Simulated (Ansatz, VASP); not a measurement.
## SiO2: VASP beside Ansatz

File INCAR:

```
SYSTEM = SiO2
PREC = Accurate
ENCUT = 520
EDIFF = 1E-6
ISMEAR = -1
SIGMA = 0.05
LREAL = .False.
LASPH = .True.
NELM = 80
ALGO = Normal
ISIF = 2
LWAVE = .False.
LCHARG = .False.
GGA = PE
NBANDS = 44
```

KPOINTS

```
regular mesh
0
Gamma
  6 6 6
  0 0 0
```

Contents of POSCAR:

```
SiO2
1.0
   -4.5308899071      4.5308899071      2.6461396907
    4.5308899071     -4.5308899071      2.6461396907
    4.5308899071      4.5308899071     -2.6461396907
Si O
4 8
Direct
    0.8231114200      0.8231114200      0.6462228400
    0.1768885800      0.8231114200      0.0000000000
    0.8231114200      0.1768885800      0.0000000000
    0.1768885800      0.1768885800      0.3537771600
    0.0000000000      0.7914513400      0.7914513400
    0.2085486600      0.0000000000      0.2085486600
    0.7914513400      0.0000000000      0.7914513400
    0.0000000000      0.2085486600      0.2085486600
    0.0000000000      0.0000000000      0.5000000000
    0.5000000000      0.0000000000      0.0000000000
    0.0000000000      0.5000000000      0.0000000000
    0.5000000000      0.5000000000      0.5000000000
```

The input input.yaml:

```yaml
crystal:
  lattice:
    - [-4.5308899071, 4.5308899071, 2.6461396907]
    - [4.5308899071, -4.5308899071, 2.6461396907]
    - [4.5308899071, 4.5308899071, -2.6461396907]
  atoms:
    - { symbol: Si, position: [0.82311142, 0.82311142, 0.64622284] }
    - { symbol: Si, position: [0.17688858, 0.82311142, 0.0] }
    - { symbol: Si, position: [0.82311142, 0.17688858, 0.0] }
    - { symbol: Si, position: [0.17688858, 0.17688858, 0.35377716] }
    - { symbol: O, position: [0.0, 0.79145134, 0.79145134] }
    - { symbol: O, position: [0.20854866, 0.0, 0.20854866] }
    - { symbol: O, position: [0.79145134, 0.0, 0.79145134] }
    - { symbol: O, position: [0.0, 0.20854866, 0.20854866] }
    - { symbol: O, position: [0.0, 0.0, 0.5] }
    - { symbol: O, position: [0.5, 0.0, 0.0] }
    - { symbol: O, position: [0.0, 0.5, 0.0] }
    - { symbol: O, position: [0.5, 0.5, 0.5] }
hamiltonian:
  xc: pbe
  pseudopotentials: { kind: paw }
kpoints:
  mp_grid: { grid: [6, 6, 6] }
scf:
  occupations: { method: fermi_dirac, width: 0.05 }
output:
  forces: true
  stress: true
  eigenvalues: true
```

Alike in both runs: task single point; functional PBE; k mesh 6 × 6 × 6; occupations fermi-dirac, width 0.05 eV; no spin polarisation.

```csv
,VASP,Ansatz
version,VASP 6.6.1,Ansatz 0.2.0
potentials or method,"VASP PAW PBE potentials, release 64 (Si, O)",Ansatz PAW
plane-wave cutoff (eV),520,420
valence electrons in the cell,64,64
```

VASP gave:

- gap on the k mesh at the Fermi level (eV): 5.30
- least direct gap on the mesh (eV): 5.30
- pressure (GPa): -1.9
- rms of the force components (eV/Å): 0.015

Question: What did Ansatz give for the same quantities?

Answer: gap on the k mesh at the Fermi level (eV): 5.30; least direct gap on the mesh (eV): 5.31; pressure (GPa): -1.9; rms of the force components (eV/Å): 0.022.

Atom by atom the forces differ by 0.009 eV/Å (rms over components). The functional is the same, so the differences come from potentials, cutoffs and numerics.
